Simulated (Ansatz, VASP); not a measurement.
## InSe in VASP and in Ansatz

INCAR

```
SYSTEM = InSe
PREC     = Accurate       ! precision mode
ENCUT    = 520            ! plane-wave cutoff, eV
EDIFF    = 1E-6           ! SCF threshold, eV
ISMEAR   = 0              ! smearing method
SIGMA    = 0.03           ! smearing width, eV
LREAL    = .FALSE.        ! projectors in reciprocal space
LASPH    = .TRUE.         ! aspherical terms in the spheres
NELM     = 100            ! most SCF steps
ALGO     = Normal         ! electronic algorithm
ISIF     = 2              ! what is computed and relaxed
LWAVE    = .FALSE.        ! write WAVECAR
LCHARG   = .TRUE.         ! write CHGCAR
GGA      = PS             ! functional
IVDW     = 12             ! dispersion correction
LELF     = .TRUE.         ! ELF
LVHAR    = .TRUE.       
NBANDS   = 27             ! bands
```

Contents of KPOINTS:

```
regular mesh
0
G
  12 12 12
  0 0 0
```

The input POSCAR:

```
InSe
1.0
    2.0599996398      1.1893413466      8.0671699000
   -2.0599996398      1.1893413466      8.0671699000
    0.0000000000     -2.3786826932      8.0671699000
In Se
2 2
Direct
    0.0000000000      0.0000000000      0.0000000000
    0.1122000000      0.1122000000      0.1122000000
    0.6155000000      0.6155000000      0.6155000000
    0.8300000000      0.8300000000      0.8300000000
```

Input for Ansatz:

```yaml
crystal:
  lattice:
    - [2.0599996398, 1.1893413466, 8.0671699]
    - [-2.0599996398, 1.1893413466, 8.0671699]
    - [0.0, -2.3786826932, 8.0671699]
  atoms:
    - { symbol: In, position: [0.0, 0.0, 0.0] }
    - { symbol: In, position: [0.1122, 0.1122, 0.1122] }
    - { symbol: Se, position: [0.6155, 0.6155, 0.6155] }
    - { symbol: Se, position: [0.83, 0.83, 0.83] }
basis:
  ecutwfc: 420
kpoints:
  mp_grid: { grid: [12, 12, 12] }
hamiltonian:
  xc: pbesol
  dispersion: d3bj
scf:
  occupations: { method: gaussian, width: 0.03 }
output:
  forces: true
  stress: true
  eigenvalues: true
```

Change from the starting cell: strain +0.030 along x and y, -0.030 along z, atoms carried along.

Alike in both runs: task single point; functional PBEsol; dispersion D3(BJ); k mesh 12 × 12 × 12; occupations gaussian, width 0.03 eV; no spin polarisation.

```csv
,VASP,Ansatz
version,VASP 6.6.1,Ansatz 0.2.0
potentials or method,"VASP PAW PBE potentials, release 64 (In_d, Se), cutoff 520 eV","scalar-relativistic, plane waves, PAW"
valence electrons in the cell,38,58
```

|  | VASP | Ansatz | Ansatz less VASP |
| --- | --- | --- | --- |
| gap on the k mesh at the Fermi level (eV) | 0.11 | 0.11 | 0.000 |
| least direct gap on the mesh (eV) | 0.20 | 0.19 | -0.012 |
| pressure (GPa) | -2.7 | -2.7 | -0.05 |
| traceless stress, the component that is largest in VASP (GPa) | 2.21 | 2.22 | +0.016 |
| rms of the force components (eV/Å) | 0.211 | 0.220 | +0.0089 |

VASP's potentials were made for PBE, not for PBEsol. Atom by atom the forces differ by 0.010 eV/Å (rms over components). VASP's potentials hold 38 valence electrons a cell and Ansatz's 58, so a difference there can come from the potentials and not from the codes.
